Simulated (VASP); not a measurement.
# Bi2TeO3 (P4/mmm) in VASP: further runs

The runs below take Bi2TeO3 through relaxation of cell and atoms, with PBE.

All numbers are computed with VASP 6.6.1; they aren't measurements. Logs are shortened: lines on timing, memory, paths and dates and some standing lists are left out, and cuts for length are marked.

### 1 The cell of the first run

It takes space group P4/mmm (No. 123, tetragonal). Conventional cell: a = 4.882 Å, b = 4.882 Å, c = 5.242 Å, α = 90.00°, β = 90.00°, γ = 90.00°. Within 3.6 Å of Bi (site symmetry 4/mmm) lie 2 Te at 2.62 Å and 4 Bi at 3.45 Å and 8 O at 3.58 Å. Bi (site symmetry 4/mmm) has 10 O at 2.62 to 3.58 Å and 4 Bi at 3.45 Å within 3.6 Å. Te (site symmetry 4/mmm) has 4 O at 2.44 Å and 2 Bi at 2.62 Å within 3.2 Å. Within 3.2 Å of O (site symmetry 4/mmm) lie 4 O at 2.44 Å and 2 Bi at 2.62 Å. O (site symmetry mmm) has 2 Te at 2.44 Å and 2 O at 2.44 Å within 3.2 Å.

The cell was generated, and may not be a known phase.

### 2 Relaxation of cell and atoms, PBE

File INCAR:

```
SYSTEM = Bi2TeO3
  PREC = Accurate
  ENCUT = 600
  EDIFF = 1E-6
  ISMEAR = 0
  SIGMA = 0.1
  LREAL = .FALSE.
  LASPH = .TRUE.
  NELM = 60
  ALGO = Normal
  ISIF = 3
  LWAVE = .FALSE.
  LCHARG = .FALSE.
  GGA = PE
  IBRION = 2
  NSW = 90
  EDIFFG = -0.04
```

File KPOINTS:

```
regular mesh
0
G
  4 4 4
  0 0 0
```

File POSCAR:

```
Bi2TeO3
1.0
    4.8823974200      0.0000000000      0.0000000000
    0.0000000000      4.8823974200      0.0000000000
    0.0000000000      0.0000000000      5.2424994100
Bi Te O
2 1 3
Direct
    0.5000000000      0.5000000000      0.5000000000
    0.0000000000      0.0000000000      0.5000000000
    0.5000000000      0.5000000000      0.0000000000
    0.0000000000      0.0000000000      0.0000000000
    0.0000000000      0.5000000000      0.0000000000
    0.5000000000      0.0000000000      0.0000000000
```

Potentials or basis: VASP PAW PBE potentials, release 64 (Bi_d, Te, O).

On the command line:

```
cat potpaw_PBE.64/Bi_d/POTCAR potpaw_PBE.64/Te/POTCAR potpaw_PBE.64/O/POTCAR > POTCAR
mpirun -np 1 vasp_std > vasp.out
```

OUTCAR:

```text
SYSTEM = Bi2TeO3
   PREC = Accurate
   ENCUT = 600
   EDIFF = 1E-6
   ISMEAR = 0
   LREAL = .FALSE.
   LASPH = .TRUE.
   NELM = 60
   ISIF = 3
   GGA = PE
   IBRION = 2
   NSW = 90
   EDIFFG = -0.04

 ion  position               nearest neighbor table
   1  0.500  0.500  0.500-   3 2.62   3 2.62   2 3.45   2 3.45   2 3.45   2 3.45
   2  0.000  0.000  0.500-   4 2.62   4 2.62   1 3.45   1 3.45   1 3.45   1 3.45
   3  0.500  0.500  0.000-   5 2.44   6 2.44   6 2.44   5 2.44   1 2.62   1 2.62
   4  0.000  0.000  0.000-   2 2.62   2 2.62
   5  0.000  0.500  0.000-   3 2.44   3 2.44
   6  0.500  0.000  0.000-   3 2.44   3 2.44

  LATTYP: Found a simple tetragonal cell.
 ALAT       =     4.8823974200
 C/A-ratio  =     1.0737551574

  Lattice vectors:

 A1 = (   4.8823974200,   0.0000000000,   0.0000000000)
 A2 = (   0.0000000000,   4.8823974200,   0.0000000000)
 A3 = (   0.0000000000,   0.0000000000,   5.2424994100)

Analysis of symmetry for initial positions (statically):
=====================================================================
 Subroutine PRICEL returns:
 Original cell was already a primitive cell.

 Routine SETGRP: Setting up the symmetry group for a
 simple tetragonal supercell.

 Subroutine GETGRP returns: Found 16 space group operations
 (whereof 16 operations were pure point group operations)
 out of a pool of 16 trial point group operations.

The static configuration has the point symmetry D_4h.

Analysis of symmetry for dynamics (positions and initial velocities):
=====================================================================
 Subroutine PRICEL returns:
 Original cell was already a primitive cell.

 Routine SETGRP: Setting up the symmetry group for a
 simple tetragonal supercell.

 Subroutine GETGRP returns: Found 16 space group operations
 (whereof 16 operations were pure point group operations)
 out of a pool of 16 trial point group operations.

The dynamic configuration has the point symmetry D_4h.

 Subroutine INISYM returns: Found 16 space group operations
 (whereof 16 operations are pure point group operations),
 and found     1 'primitive' translations

----------------------------------------------------------------------------------------

                                     Primitive cell

  volume of cell :     124.9697

  direct lattice vectors                    reciprocal lattice vectors
     4.882397420  0.000000000  0.000000000     0.204817411  0.000000000  0.000000000
     0.000000000  4.882397420  0.000000000     0.000000000  0.204817411  0.000000000
     0.000000000  0.000000000  5.242499410     0.000000000  0.000000000  0.190748710

  length of vectors
[... 69 lines left out ...]
   dimension x,y,z NGXF=    80 NGYF=   80 NGZF=   84
   ions per type =               2   1   3
   NGX,Y,Z   is equivalent  to a cutoff of  13.62, 13.62, 13.32 a.u.
   NGXF,Y,Z  is equivalent  to a cutoff of  27.24, 27.24, 26.64 a.u.
 SYSTEM =  Bi2TeO3
   PREC   = accura    normal or accurate (medium, high low for compatibility)
   ISTART =      0    job   : 0-new  1-cont  2-samecut
   ICHARG =      2    charge: 1-file 2-atom 10-const
   ISPIN  =      1    spin polarized calculation?
   LNONCOLLINEAR =      F non collinear calculations
   LSORBIT =      F    spin-orbit coupling
   LASPH  =      T    aspherical Exc in radial PAW
   ENCUT  =  600.0 eV  44.10 Ry    6.64 a.u.   9.75  9.75 10.47*2*pi/ulx,y,z
   NELM   =     60;   NELMIN=  2; NELMDL= -5     # of ELM steps
   EDIFF  = 0.1E-05   stopping-criterion for ELM
   LREAL  =      F    real-space projection
   EDIFFG = -.4E-01   stopping-criterion for IOM
   NSW    =     90    number of steps for IOM
   IBRION =      2    ionic relax: 0-MD 1-quasi-New 2-CG
   NFREE  =      1    steps in history (QN), initial steepest desc. (CG)
   ISIF   =      3    stress and relaxation
   ISYM   =      2    0-nonsym 1-usesym 2-fastsym
   POTIM  = 0.5000    time-step for ionic-motion
   TEBEG  =    0.0;   TEEND  =   0.0 temperature during run
   PSTRESS=    0.0 pullay stress
   NELECT =      54.0000    total number of electrons
   NUPDOWN=      -1.0000    fix difference up-down
   EMIN   =  10.00;   EMAX   =-10.00  energy-range for DOS
   EFERMI =   0.00;   METHOD = LEGACY
   ISMEAR =     0;   SIGMA  =   0.10  broadening in eV -4-tet -1-fermi 0-gaus
   EFERMI_NEDOS =   21; number of points for ismear=-14 and -15
   IALGO  =     38    algorithm
   IMIX   =      4    mixing-type and parameters
     AMIX     =   0.40;   BMIX     =  1.00
     AMIX_MAG =   1.60;   BMIX_MAG =  1.00
  volume/ion in A,a.u.               =      20.83       140.56
  Fermi-wavevector in a.u.,A,eV,Ry     =   1.237669  2.338855 20.841741  1.531825
  Thomas-Fermi vector in A             =   2.372227
   LORBIT       =      0    0 simple, 1 ext, 2 COOP (PROOUT), +10 PAW based schemes
   GGA     = PE    functional components
   LHFCALC =     F    Hartree Fock is set to
   AEXX    =    0.0000 exact exchange contribution
   IVDW    =     0    specifies the selected vdW correction
   LEPSILON=     F    determine dielectric tensor
   LRPA    =     F    only Hartree local field effects (RPA)
 conjugate gradient relaxation of ions
 non-spin polarized calculation
 Gauss-broadening in eV      SIGMA  =   0.10
  energy-cutoff  :      600.00
  volume of cell :      124.97
 maximum number of plane-waves:      4200
 NGX is ok and might be reduce to    40
   NGX = 19   NGY = 19   NGZ = 21

--------------------------------------- Ionic step        1  -------------------------------------------

 number of electron      53.9999979 magnetization

 Free energy of the ion-electron system (eV)
  ---------------------------------------------------
  ext. energy  EPLUGINS =         0.00000000
  ---------------------------------------------------
  free energy    TOTEN  =       -22.61926463 eV

  energy without entropy =      -22.57947521  energy(sigma->0) =      -22.59936992

 E-fermi :   5.3596     XC(G=0):  -9.9330

 val. band max:        5.3548017303   @ k =   0.2500   0.2500   0.0000
 cond. band min:       5.3684462736   @ k =   0.2500   0.2500   0.2500
 fundamental gap:      0.0136445433
 Fermi energy:         5.3595601883

 k-point     1 :       0.0000    0.0000    0.0000
  band No.  band energies     occupation
      1     -17.9020      2.00000
      2     -17.8697      2.00000
      3     -17.8462      2.00000
      4     -17.8462      2.00000
      5     -17.8373      2.00000
      6     -17.8201      2.00000
[... 858 lines left out ...]
--------------------------------------- Ionic step        7  -------------------------------------------

 number of electron      54.0000018 magnetization

 Free energy of the ion-electron system (eV)
  ---------------------------------------------------
  ext. energy  EPLUGINS =         0.00000000
  ---------------------------------------------------
  free energy    TOTEN  =       -24.26915871 eV

  energy without entropy =      -24.22917997  energy(sigma->0) =      -24.24916934

 E-fermi :   6.5260     XC(G=0): -10.2787

 val. band max:        6.5156176467   @ k =   0.2500   0.0000   0.5000
 cond. band min:       6.5408787044   @ k =   0.5000   0.2500   0.2500
 fundamental gap:      0.0252610576
 Fermi energy:         6.5260189366

 k-point     1 :       0.0000    0.0000    0.0000
  band No.  band energies     occupation
      1     -16.7824      2.00000
      2     -16.7146      2.00000
      3     -16.6612      2.00000
      4     -16.6612      2.00000
      5     -16.6397      2.00000
      6     -16.3362      2.00000
[... 652 lines left out ...]
  FREE ENERGIE OF THE ION-ELECTRON SYSTEM (eV)
  ---------------------------------------------------
  free  energy   TOTEN  =       -24.2691587092 eV

  energy  without entropy=      -24.2291799652  energy(sigma->0) =      -24.24916934

 reached required accuracy - stopping structural energy minimisation
```

OSZICAR:

```text
N       E                     dE             d eps       ncg     rms          rms(c)
DAV:   1     0.620011872167E+03    0.62001E+03   -0.28846E+04  1152   0.202E+03
DAV:   2     0.568354198957E+02   -0.56318E+03   -0.55061E+03  1232   0.528E+02
DAV:   3    -0.267407084433E+02   -0.83576E+02   -0.80396E+02  1504   0.193E+02
[... 87 lines left out ...]
DAV:   5    -0.242691708859E+02    0.21943E-02   -0.82243E-03  1448   0.831E-01    0.193E-01
DAV:   6    -0.242691534710E+02    0.17415E-04   -0.97048E-04  1304   0.235E-01    0.135E-01
DAV:   7    -0.242691736134E+02   -0.20142E-04   -0.20862E-04  1360   0.105E-01    0.803E-02
DAV:   8    -0.242691565896E+02    0.17024E-04   -0.54830E-05  1640   0.799E-02    0.720E-02
DAV:   9    -0.242691588934E+02   -0.23038E-05   -0.79869E-06  1160   0.167E-02    0.509E-02
DAV:  10    -0.242691587092E+02    0.18419E-06   -0.22446E-06   832   0.148E-02
   7 F= -.24269159E+02 E0= -.24249169E+02  d E =-.204725E-01
```

Run time: 4.8 min. Hardware: 1 thread of AMD EPYC 9R45 (Zen 5), shared host; peak memory 0.28 GiB.

What came out:

```
Free energy                           : -24.2692 eV
Relaxed volume                        : 19.33 Å³/atom
Relaxed cell                          : a = 4.423 Å, b = 4.423 Å, c = 5.927 Å, α = 90.00°, β = 90.00°, γ = 90.00°
Space group after relaxing (to 0.1 Å) : P4/mmm (No. 123)
Energy gained by relaxing             : 275.0 meV/atom
Ionic steps                           : 7
Pressure after relaxing               : -0.1 GPa
Band gap on the k mesh                : zero (bands 27 and 28 overlap by 2.24 eV)
```

The path:
```tsv
step	energy change (eV)	largest force (eV/Å)	pressure (GPa)	volume (Å³)
1	0.0000	0.0000	-3.33	124.97
2	-1.5104	0.0000	-1.13	116.30
3	-1.6243	0.0000	2.59	112.60
4	-1.6304	0.0000	1.82	113.25
5	-1.6294	0.0000	2.10	112.99
6	-1.6475	0.0000	-0.78	117.03
7	-1.6499	0.0000	-0.07	115.97
```

Final structure:
```xyz
6
Lattice="4.4234 0.0000 0.0000 0.0000 4.4234 0.0000 0.0000 0.0000 5.9267" Properties=species:S:1:pos:R:3 pbc="T T T"
Bi    2.2117    2.2117    2.9634
Bi    0.0000    0.0000    2.9634
Te    2.2117    2.2117    0.0000
O     0.0000    0.0000    0.0000
O     0.0000    2.2117    0.0000
O     2.2117    0.0000    0.0000
```

Caveat: spin-orbit coupling is left out, which moves the levels of the heavy elements.

### 3 Relaxation of cell and atoms, PBE

This run uses another cell than the first one, of 19.35 Å³/atom.

File INCAR:

```
SYSTEM = Bi2TeO3
ALGO = Normal ; EDIFF = 1E-7
EDIFFG = -0.01 ; ENCUT = 600
GGA = PE ; IBRION = 2
ISIF = 3 ; ISMEAR = 0
LASPH = .True. ; LCHARG = .False.
LREAL = .False. ; LWAVE = .False.
NELM = 80 ; NSW = 100
PREC = Accurate ; SIGMA = 0.1
```

File KPOINTS:

```
k-points
0
Gamma
  8 8 6
  0 0 0
```

Edit POSCAR of step 2 so:

```diff
@@ -2,5 +2,5 @@
 1.0
-    4.8823974200      0.0000000000      0.0000000000
-    0.0000000000      4.8823974200      0.0000000000
-    0.0000000000      0.0000000000      5.2424994100
+    4.4249426518      0.0000000000      0.0000000000
+    0.0000000000      4.4249426518      0.0000000000
+    0.0000000000      0.0000000000      5.9284119000
 Bi Te O
```

Potentials or basis: VASP PAW PBE potentials, release 64 (Bi_d, Te, O).

On the command line:

```
cat potpaw_PBE.64/Bi_d/POTCAR potpaw_PBE.64/Te/POTCAR potpaw_PBE.64/O/POTCAR > POTCAR
mpirun -np 1 vasp_std > vasp.out
```

Run time: 7.3 min. Hardware: 1 thread of AMD EPYC 9R45 (Zen 5), shared host; peak memory 0.4 GiB.

Results (log left out):

```
Free energy                           : -24.5292 eV
Relaxed volume                        : 19.39 Å³/atom
Relaxed cell                          : a = 4.421 Å, b = 4.421 Å, c = 5.952 Å, α = 90.00°, β = 90.00°, γ = 90.00°
Space group after relaxing (to 0.1 Å) : P4/mmm (No. 123)
Energy gained by relaxing             : 0.1 meV/atom
Ionic steps                           : 4
Pressure after relaxing               : -0.1 GPa
Band gap on the k mesh                : zero (bands 27 and 28 overlap by 2.26 eV)
```

Step by step:
```tsv
step	energy change (eV)	largest force (eV/Å)	pressure (GPa)	volume (Å³)
1	0.0000	0.0000	0.01	116.08
2	-0.0005	0.0000	0.08	116.09
3	-0.0005	0.0000	0.11	116.09
4	-0.0006	0.0000	-0.05	116.34
```

Final structure:
```
CELL_PARAMETERS angstrom
4.42100 0.00000 0.00000
0.00000 4.42100 0.00000
0.00000 0.00000 5.95249
ATOMIC_POSITIONS crystal
Bi 0.50000 0.50000 0.50000
Bi 0.00000 0.00000 0.50000
Te 0.50000 0.50000 0.00000
O 0.00000 0.00000 0.00000
O 0.00000 0.50000 0.00000
O 0.50000 0.00000 0.00000
```

Levels at points of the mesh, in eV from the Fermi level:
```csv
k point,band 23,band 24,band 25,band 26,band 27,band 28,band 29,band 30,band 31,band 32
"(0.00, 0.00, 0.00)",-2.40,-2.40,-2.32,-0.97,1.00,1.00,1.52,3.99,4.37,4.37
"(0.50, 0.00, 0.00)",-1.75,-1.67,-1.26,-0.24,-0.06,0.11,0.24,1.06,1.54,2.08
"(0.50, 0.50, 0.00)",-2.81,-2.54,-1.89,-1.85,-1.85,-0.29,1.00,1.00,1.84,5.33
"(0.00, 0.00, 0.50)",-2.59,-2.35,-1.69,-1.44,0.76,1.00,1.00,2.39,4.37,4.47
"(0.50, 0.00, 0.50)",-1.73,-1.59,-0.94,-0.21,-0.20,-0.01,0.51,0.67,1.06,1.13
"(0.50, 0.50, 0.50)",-2.07,-1.95,-1.95,-1.89,-1.64,-1.25,0.49,0.69,0.69,1.74
```

Caveat: spin-orbit coupling is left out, which moves the levels of the heavy elements.

The gap in the log of VASP goes by the Fermi energy; the results here count the filled bands.